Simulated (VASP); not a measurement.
# K3TeH (Pm-3m) in VASP: a series of runs

Runs on K3TeH. Level: PBE. Tasks: single point, relaxation of cell and atoms.

Program: VASP 6.6.1. These are calculated values, not measurements. Logs are shortened: lines on timing, memory, paths and dates and some standing lists are left out, and cuts for length are marked.

### Step 1. The cell of the first run

The structure is cubic, space group Pm-3m (No. 221). The conventional cell has a = 5.166 Å, b = 5.166 Å, c = 5.166 Å, α = 90.00°, β = 90.00°, γ = 90.00°. K (site symmetry 4/mmm) has 2 H at 2.58 Å within 3.4 Å. Within 4.8 Å of Te (site symmetry m-3m) lie 12 K at 3.65 Å and 8 H at 4.47 Å. H (site symmetry m-3m) has 6 K at 2.58 Å within 3.4 Å.

The cell was generated, and may not be a known phase.

### Step 2. Single point, PBE

Contents of INCAR:

```
  ALGO = Normal
  EDIFF = 1E-7
  ENCUT = 520
  GGA = PE
  ISIF = 2
  ISMEAR = 0
  LASPH = T
  LCHARG = F
  LREAL = F
  LWAVE = F
  NBANDS = 25
  NELM = 60
  PREC = Accurate
  SIGMA = 0.1
```

Contents of KPOINTS:

```
k-points
0
Gamma
  4 4 4
```

Contents of POSCAR:

```
K3TeH
1.0
    5.1655361500      0.0000000000      0.0000000000
    0.0000000000      5.1655361500      0.0000000000
    0.0000000000      0.0000000000      5.1655361500
K Te H
3 1 1
Direct
    0.0000000000      0.5000000000      0.5000000000
    0.5000000000      0.0000000000      0.5000000000
    0.5000000000      0.5000000000      0.0000000000
    0.0000000000      0.0000000000      0.0000000000
    0.5000000000      0.5000000000      0.5000000000
```

Potentials or basis: VASP PAW PBE potentials, release 64 (K_sv, Te, H).

The run is started by

```console
> cat potpaw_PBE.64/K_sv/POTCAR potpaw_PBE.64/Te/POTCAR potpaw_PBE.64/H/POTCAR > POTCAR
> mpirun -np 1 vasp_std > vasp.out
```

OUTCAR:

```text
EDIFF = 1E-7
   ENCUT = 520
   GGA = PE
   ISIF = 2
   ISMEAR = 0
   LASPH = T
   LREAL = F
   NELM = 60
   PREC = Accurate

 ion  position               nearest neighbor table
   1  0.000  0.500  0.500-   2 3.65   3 3.65   4 3.65   3 3.65   4 3.65   2 3.65   4 3.65   4 3.65
                             2 3.65   3 3.65   3 3.65   2 3.65
   2  0.500  0.000  0.500-   1 3.65   3 3.65   4 3.65   3 3.65   4 3.65   1 3.65   3 3.65   3 3.65
                             1 3.65   4 3.65   4 3.65   1 3.65
   3  0.500  0.500  0.000-   1 3.65   2 3.65   4 3.65   1 3.65   2 3.65   2 3.65   4 3.65   2 3.65
                             1 3.65   4 3.65   1 3.65   4 3.65
   4  0.000  0.000  0.000-   1 3.65   2 3.65   3 3.65   1 3.65   2 3.65   1 3.65   3 3.65   1 3.65
                             2 3.65   3 3.65   2 3.65   3 3.65
   5  0.500  0.500  0.500-

  LATTYP: Found a simple cubic cell.
 ALAT       =     5.1655361500

  Lattice vectors:

 A1 = (   5.1655361500,   0.0000000000,   0.0000000000)
 A2 = (   0.0000000000,   5.1655361500,   0.0000000000)
 A3 = (   0.0000000000,   0.0000000000,   5.1655361500)

Analysis of symmetry for initial positions (statically):
=====================================================================
 Subroutine PRICEL returns:
 Original cell was already a primitive cell.

 Routine SETGRP: Setting up the symmetry group for a
 simple cubic supercell.

 Subroutine GETGRP returns: Found 48 space group operations
 (whereof 48 operations were pure point group operations)
 out of a pool of 48 trial point group operations.

The static configuration has the point symmetry O_h .

Analysis of symmetry for dynamics (positions and initial velocities):
=====================================================================
 Subroutine PRICEL returns:
 Original cell was already a primitive cell.

 Routine SETGRP: Setting up the symmetry group for a
 simple cubic supercell.

 Subroutine GETGRP returns: Found 48 space group operations
 (whereof 48 operations were pure point group operations)
 out of a pool of 48 trial point group operations.

The dynamic configuration has the point symmetry O_h .

 Subroutine INISYM returns: Found 48 space group operations
 (whereof 48 operations are pure point group operations),
 and found     1 'primitive' translations

----------------------------------------------------------------------------------------

                                     Primitive cell

  volume of cell :     137.8308

  direct lattice vectors                    reciprocal lattice vectors
     5.165536150  0.000000000  0.000000000     0.193590747  0.000000000  0.000000000
     0.000000000  5.165536150  0.000000000     0.000000000  0.193590747  0.000000000
     0.000000000  0.000000000  5.165536150     0.000000000  0.000000000  0.193590747

  length of vectors
     5.165536150  5.165536150  5.165536150     0.193590747  0.193590747  0.193590747

  position of ions in fractional coordinates (direct lattice)
     0.000000000  0.500000000  0.500000000
     0.500000000  0.000000000  0.500000000
     0.500000000  0.500000000  0.000000000
     0.000000000  0.000000000  0.000000000
     0.500000000  0.500000000  0.500000000

  ion indices of the primitive-cell ions
   primitive index   ion index
                 1           1
                 2           2
                 3           3
                 4           4
                 5           5

----------------------------------------------------------------------------------------

 KPOINTS: k-points

Automatic generation of k-mesh.
 Grid dimensions read from file:
 generate k-points for:    4    4    4

 Generating k-lattice:

  Cartesian coordinates                     Fractional coordinates (reciprocal lattice)
     0.048397687  0.000000000  0.000000000     0.250000000  0.000000000  0.000000000
     0.000000000  0.048397687  0.000000000     0.000000000  0.250000000  0.000000000
     0.000000000  0.000000000  0.048397687     0.000000000  0.000000000  0.250000000

  Length of vectors
[... 44 lines left out ...]
 Gauss-broadening in eV      SIGMA  =   0.10
  energy-cutoff  :      520.00
  volume of cell :      137.83
 maximum number of plane-waves:      3743
 NGX is ok and might be reduce to    40
   NGX = 19   NGY = 19   NGZ = 19

 number of electron      34.0000007 magnetization

 Free energy of the ion-electron system (eV)
  ---------------------------------------------------
  ext. energy  EPLUGINS =         0.00000000
  ---------------------------------------------------
  free energy    TOTEN  =       -13.02312257 eV

  energy without entropy =      -13.02312257  energy(sigma->0) =      -13.02312257

 E-fermi :   1.4818     XC(G=0):  -8.1222

 val. band max:        0.9558554930   @ k =   0.0000   0.0000   0.0000
 cond. band min:       4.0602871418   @ k =   0.5000   0.5000   0.5000
 fundamental gap:      3.1044316488
 Fermi energy:         1.4817778348

 k-point     1 :       0.0000    0.0000    0.0000
  band No.  band energies     occupation
      1     -28.7417      2.00000
      2     -28.6447      2.00000
      3     -28.6447      2.00000
      4     -12.4561      2.00000
      5     -12.4561      2.00000
      6     -12.4561      2.00000
[... 17 lines left out ...]
     24       8.7376      0.00000
     25       8.8288      0.00000

 k-point     2 :       0.2500    0.0000    0.0000
  band No.  band energies     occupation
      1     -28.7292      2.00000
      2     -28.6569      2.00000
      3     -28.6445      2.00000
      4     -12.4171      2.00000
      5     -12.4171      2.00000
      6     -12.4137      2.00000
[... 17 lines left out ...]
     24       8.0534      0.00000
     25       8.1380      0.00000

 k-point     3 :       0.5000    0.0000    0.0000
  band No.  band energies     occupation
      1     -28.7091      2.00000
      2     -28.6766      2.00000
      3     -28.6443      2.00000
      4     -12.3621      2.00000
      5     -12.3621      2.00000
      6     -12.3130      2.00000
[... 160 lines left out ...]
 k-point     9 :       0.5000    0.5000    0.2500
  band No.  band energies     occupation
      1     -28.6761      2.00000
      2     -28.6759      2.00000
      3     -28.6759      2.00000
      4     -12.5916      2.00000
      5     -12.4486      2.00000
      6     -12.3718      2.00000
[... 17 lines left out ...]
     24       7.6191      0.00000
     25       8.0443      0.00000

 k-point    10 :       0.5000    0.5000    0.5000
  band No.  band energies     occupation
      1     -28.6757      2.00000
      2     -28.6757      2.00000
      3     -28.6757      2.00000
      4     -12.6766      2.00000
      5     -12.4354      2.00000
      6     -12.4354      2.00000
[... 17 lines left out ...]
     24       8.0971      0.00000
     25       8.0999      0.00000

------------------------ aborting loop because EDIFF is reached ----------------------------------------

  FORCE on cell =-STRESS in cart. coord.  units (eV):
  Direction    XX          YY          ZZ          XY          YZ          ZX
  --------------------------------------------------------------------------------------
  -------------------------------------------------------------------------------------
  Total        2.2564073      2.2564073      2.2564073      0.0000000      0.0000000     -0.0000000
  in kB       26.2290083     26.2290083     26.2290083      0.0000000      0.0000000     -0.0000000
  external PRESSURE =      26.2290083 kB  Pullay stress =       0.0000000 kB

 VOLUME and BASIS-vectors are now :
 -----------------------------------------------------------------------------
  energy-cutoff  :      520.00
  volume of cell :      137.83
      direct lattice vectors                 reciprocal lattice vectors
     5.165536150  0.000000000  0.000000000     0.193590747  0.000000000  0.000000000
     0.000000000  5.165536150  0.000000000     0.000000000  0.193590747  0.000000000
     0.000000000  0.000000000  5.165536150     0.000000000  0.000000000  0.193590747

 POSITION                                       TOTAL-FORCE (eV/Angst)
 -----------------------------------------------------------------------------------
      0.00000      2.58277      2.58277         0.000000      0.000000      0.000000
      2.58277      0.00000      2.58277         0.000000      0.000000      0.000000
      2.58277      2.58277      0.00000         0.000000      0.000000      0.000000
      0.00000      0.00000      0.00000         0.000000      0.000000      0.000000
      2.58277      2.58277      2.58277         0.000000      0.000000      0.000000
 -----------------------------------------------------------------------------------
    total drift:                               -0.000000     -0.000000     -0.000000

  FREE ENERGIE OF THE ION-ELECTRON SYSTEM (eV)
  ---------------------------------------------------
  free  energy   TOTEN  =       -13.0231225652 eV

  energy  without entropy=      -13.0231225652  energy(sigma->0) =      -13.02312257
```

It took 26 s on 1 thread of Intel Xeon Platinum 8488C (Sapphire Rapids), shared host; peak memory 0.25 GiB.

What came out:

| Item | Value |
| --- | --- |
| Free energy | -13.0231 eV |
| Pressure | 2.6 GPa |
| Band gap on the k mesh | 3.10 eV (least direct gap 3.37 eV) |

Caveat: spin-orbit coupling is left out, which moves the levels of the heavy elements.

### Step 3. Single point, PBE

This run uses another cell than the first one, of 31.30 Å³/atom.

Contents of INCAR:

```
SYSTEM = K3TeH
PREC = Accurate
ENCUT = 520
EDIFF = 1E-6
ISMEAR = 0
SIGMA = 0.02
LREAL = .False.
LASPH = .True.
NELM = 80
ALGO = Normal
ISIF = 2
LWAVE = .False.
LCHARG = .True.
GGA = PE
LELF = .True.
LVHAR = .True.
NBANDS = 25
```

Contents of KPOINTS:

```
Automatic mesh
0
Gamma
  4 4 4
  0 0 0
```

Changes to POSCAR since step 2:

```diff
@@ -2,5 +2,5 @@
 1.0
-    5.1655361500      0.0000000000      0.0000000000
-    0.0000000000      5.1655361500      0.0000000000
-    0.0000000000      0.0000000000      5.1655361500
+    5.3888160071      0.0000000000      0.0000000000
+    0.0000000000      5.3888160071      0.0000000000
+    0.0000000000      0.0000000000      5.3888160071
 K Te H
```

Potentials or basis: VASP PAW PBE potentials, release 64 (K_sv, Te, H).

The run is started by

```console
> cat potpaw_PBE.64/K_sv/POTCAR potpaw_PBE.64/Te/POTCAR potpaw_PBE.64/H/POTCAR > POTCAR
> mpirun -np 1 vasp_std > vasp.out
```

Wall time 27 s (1 thread of Intel Xeon Platinum 8488C (Sapphire Rapids), shared host); peak memory 0.25 GiB.

Results (log left out):

* Free energy: -13.1661 eV
* Pressure: 0.0 GPa
* Band gap on the k mesh: 2.99 eV (least direct gap 3.04 eV)

Levels at points of the mesh, in eV from the valence-band top:
| k point | band 13 | band 14 | band 15 | band 16 | band 17 | band 18 | band 19 | band 20 | band 21 | band 22 |
| --- | --- | --- | --- | --- | --- | --- | --- | --- | --- | --- |
| (0.00, 0.00, 0.00) | -8.73 | -1.98 | 0.00 | 0.00 | 0.00 | 3.04 | 3.42 | 3.42 | 4.78 | 4.78 |
| (0.50, 0.00, 0.00) | -8.61 | -1.86 | -0.70 | -0.11 | -0.11 | 3.21 | 4.28 | 5.10 | 5.10 | 5.52 |
| (0.50, 0.50, 0.00) | -8.57 | -1.18 | -0.84 | -0.84 | -0.17 | 4.70 | 4.70 | 4.74 | 4.85 | 5.02 |
| (0.50, 0.50, 0.50) | -8.60 | -0.75 | -0.48 | -0.48 | -0.48 | 2.99 | 2.99 | 2.99 | 5.75 | 6.90 |

Caveat: spin-orbit coupling is left out, which moves the levels of the heavy elements.

### Step 4. Single point, PBE

This run uses another cell than the first one, of 31.30 Å³/atom.

Contents of INCAR:

```
PREC     = Accurate       # precision mode
ENCUT    = 520            # plane-wave cutoff, eV
EDIFF    = 1E-6           # SCF threshold, eV
ISMEAR   = 0              # smearing method
SIGMA    = 0.02           # smearing width, eV
LREAL    = F              # projectors in reciprocal space
LASPH    = T              # aspherical terms in the spheres
NELM     = 100            # most SCF steps
ALGO     = Normal         # electronic algorithm
ISIF     = 2              # what is computed and relaxed
LWAVE    = F              # write WAVECAR
LCHARG   = F              # write CHGCAR
GGA      = PE             # functional
NBANDS   = 25             # bands
```

Contents of KPOINTS:

```
Automatic mesh
0
Gamma
  6 6 6
```

POSCAR is that of step 3.

The run is started by

```console
> cat potpaw_PBE.64/K_sv/POTCAR potpaw_PBE.64/Te/POTCAR potpaw_PBE.64/H/POTCAR > POTCAR
> mpirun -np 1 vasp_std > vasp.out
```

Wall time 44 s (1 thread of Intel Xeon Platinum 8488C (Sapphire Rapids), shared host); peak memory 0.27 GiB.

It converged, with:

```yaml
Free_energy: -13.1680 eV
Pressure: 0.0 GPa
Band_gap_on_the_k_mesh: 2.99 eV (least direct gap 3.04 eV)
```

Levels at points of the mesh, in eV from the valence-band top:
```csv
k point,band 15,band 16,band 17,band 18,band 19,band 20
"(0.00, 0.00, 0.00)",0.00,0.00,0.00,3.04,3.42,3.42
"(0.50, 0.00, 0.00)",-0.70,-0.11,-0.11,3.21,4.28,5.10
"(0.50, 0.50, 0.00)",-0.84,-0.84,-0.17,4.70,4.70,4.74
"(0.50, 0.50, 0.50)",-0.48,-0.48,-0.48,2.99,2.99,2.99
```

Caveat: spin-orbit coupling is left out, which moves the levels of the heavy elements.

### Step 5. Relaxation of cell and atoms, PBE

This run uses another cell than the first one, of 31.30 Å³/atom.

Contents of INCAR:

```
SYSTEM = K3TeH
PREC = Accurate
ENCUT = 600
EDIFF = 1E-7
ISMEAR = 0
SIGMA = 0.02
LREAL = .FALSE.
LASPH = .TRUE.
NELM = 100
ALGO = Normal
ISIF = 3
LWAVE = .FALSE.
LCHARG = .FALSE.
GGA = PE
IBRION = 2
NSW = 100
EDIFFG = -0.01
```

Contents of KPOINTS:

```
regular mesh
0
G
  4 4 4
  0 0 0
```

POSCAR is that of step 4.

The run is started by

```console
> cat potpaw_PBE.64/K_sv/POTCAR potpaw_PBE.64/Te/POTCAR potpaw_PBE.64/H/POTCAR > POTCAR
> mpirun -np 1 vasp_std > vasp.out
```

It took 53 s on 1 thread of Intel Xeon Platinum 8488C (Sapphire Rapids), shared host; peak memory 0.35 GiB.

It converged, with:

```
Free energy                           : -13.1671 eV
Relaxed volume                        : 31.35 Å³/atom
Relaxed cell                          : a = 5.392 Å, b = 5.392 Å, c = 5.392 Å, α = 90.00°, β = 90.00°, γ = 90.00°
Space group after relaxing (to 0.1 Å) : Pm-3m (No. 221)
Energy gained by relaxing             : 0.0 meV/atom
Ionic steps                           : 2
Pressure after relaxing               : 0.0 GPa
Band gap on the k mesh                : 2.98 eV (least direct gap 3.04 eV)
```

Final structure:
```yaml
crystal:
  lattice:
    - [5.39177, 0.00000, 0.00000]
    - [0.00000, 5.39177, 0.00000]
    - [0.00000, 0.00000, 5.39177]
  atoms:
    - { symbol: K, position: [0.00000, 0.50000, 0.50000] }
    - { symbol: K, position: [0.50000, 0.00000, 0.50000] }
    - { symbol: K, position: [0.50000, 0.50000, 0.00000] }
    - { symbol: Te, position: [0.00000, 0.00000, 0.00000] }
    - { symbol: H, position: [0.50000, 0.50000, 0.50000] }
```

Levels at points of the mesh, in eV from the valence-band top:
```tsv
k point	band 14	band 15	band 16	band 17	band 18	band 19	band 20	band 21
(0.00, 0.00, 0.00)	-1.98	0.00	0.00	0.00	3.04	3.42	3.42	4.78
(0.50, 0.00, 0.00)	-1.85	-0.69	-0.11	-0.11	3.21	4.28	5.09	5.09
(0.50, 0.50, 0.00)	-1.18	-0.84	-0.84	-0.17	4.69	4.69	4.73	4.85
(0.50, 0.50, 0.50)	-0.75	-0.48	-0.48	-0.48	2.98	2.98	2.98	5.75
```

Caveat: spin-orbit coupling is left out, which moves the levels of the heavy elements. A k mesh can miss the band edges.

### Step 6. Relaxation of cell and atoms, PBE

Contents of INCAR:

```
SYSTEM = K3TeH
ALGO = Normal
EDIFF = 1E-6
EDIFFG = -0.01
ENCUT = 600
GGA = PE
IBRION = 2
ISIF = 3
ISMEAR = 0
LASPH = .TRUE.
LCHARG = .FALSE.
LREAL = .FALSE.
LWAVE = .FALSE.
NELM = 100
NSW = 100
PREC = Accurate
SIGMA = 0.02
```

Contents of KPOINTS:

```
k-points
0
G
  6 6 6
  0 0 0
```

Changes to POSCAR since step 5:

```diff
@@ -2,5 +2,5 @@
 1.0
-    5.3888160071      0.0000000000      0.0000000000
-    0.0000000000      5.3888160071      0.0000000000
-    0.0000000000      0.0000000000      5.3888160071
+    5.1655361500      0.0000000000      0.0000000000
+    0.0000000000      5.1655361500      0.0000000000
+    0.0000000000      0.0000000000      5.1655361500
 K Te H
```

Potentials or basis: VASP PAW PBE potentials, release 64 (K_sv, Te, H).

The run is started by

```console
> cat potpaw_PBE.64/K_sv/POTCAR potpaw_PBE.64/Te/POTCAR potpaw_PBE.64/H/POTCAR > POTCAR
> mpirun -np 1 vasp_std > vasp.out
```

Run time: 2.4 min. Hardware: 1 thread of Intel Xeon Platinum 8488C (Sapphire Rapids), shared host; peak memory 0.31 GiB.

The run converged. Its results:

```
Free energy                           : -13.1669 eV
Relaxed volume                        : 31.45 Å³/atom
Relaxed cell                          : a = 5.398 Å, b = 5.398 Å, c = 5.398 Å, α = 90.00°, β = 90.00°, γ = 90.00°
Space group after relaxing (to 0.1 Å) : Pm-3m (No. 221)
Energy gained by relaxing             : 28.1 meV/atom
Ionic steps                           : 4
Pressure after relaxing               : 0.0 GPa
Band gap on the k mesh                : 2.98 eV (least direct gap 3.03 eV)
```

Step by step:
```tsv
step	energy change (eV)	largest force (eV/Å)	pressure (GPa)	volume (Å³)
1	0.0000	0.0000	2.65	137.83
2	-0.1074	0.0000	1.15	147.11
3	-0.1348	0.0000	-0.40	161.27
4	-0.1404	0.0000	-0.03	157.25
```

Final structure:
```xyz
5
Lattice="5.3975 0.0000 0.0000 0.0000 5.3975 0.0000 0.0000 0.0000 5.3975" Properties=species:S:1:pos:R:3 pbc="T T T"
K     0.0000    2.6988    2.6988
K     2.6988    0.0000    2.6988
K     2.6988    2.6988    0.0000
Te    0.0000    0.0000    0.0000
H     2.6988    2.6988    2.6988
```

Levels at points of the mesh, in eV from the valence-band top:
| k point | band 14 | band 15 | band 16 | band 17 | band 18 | band 19 | band 20 | band 21 |
| --- | --- | --- | --- | --- | --- | --- | --- | --- |
| (0.00, 0.00, 0.00) | -1.98 | 0.00 | 0.00 | 0.00 | 3.03 | 3.42 | 3.42 | 4.79 |
| (0.50, 0.00, 0.00) | -1.85 | -0.69 | -0.10 | -0.10 | 3.20 | 4.28 | 5.09 | 5.09 |
| (0.50, 0.50, 0.00) | -1.18 | -0.84 | -0.84 | -0.17 | 4.69 | 4.69 | 4.73 | 4.84 |
| (0.50, 0.50, 0.50) | -0.75 | -0.48 | -0.48 | -0.48 | 2.98 | 2.98 | 2.98 | 5.74 |

Caveat: spin-orbit coupling is left out, which moves the levels of the heavy elements. A k mesh can miss the band edges.

### Step 7. The runs side by side

```tsv
task	cell	k mesh	cutoff (eV)	smearing	gap on the mesh (eV)	pressure (GPa)	relaxed volume (Å³/atom)
single point	a = 5.166 Å, 5 atoms	4 × 4 × 4	520	gaussian 0.1 eV	3.10	2.6	-
single point	a = 5.389 Å, 5 atoms	4 × 4 × 4	520	gaussian 0.02 eV	2.99	0.0	-
single point	a = 5.389 Å, 5 atoms	6 × 6 × 6	520	gaussian 0.02 eV	2.99	0.0	-
relaxation of cell and atoms	relaxed from a = 5.389 Å, 5 atoms	4 × 4 × 4	600	gaussian 0.02 eV	2.98	0.0	31.35
relaxation of cell and atoms	relaxed from a = 5.166 Å, 5 atoms	6 × 6 × 6	600	gaussian 0.02 eV	2.98	0.0	31.45
```

Alike in all rows: level PBE; potentials or basis VASP PAW PBE potentials, release 64 (K_sv, Te, H); no spin polarisation.

Caveats: spin-orbit coupling is left out, which moves the levels of the heavy elements.

Absolute energies hang on the potentials; compare differences alone.
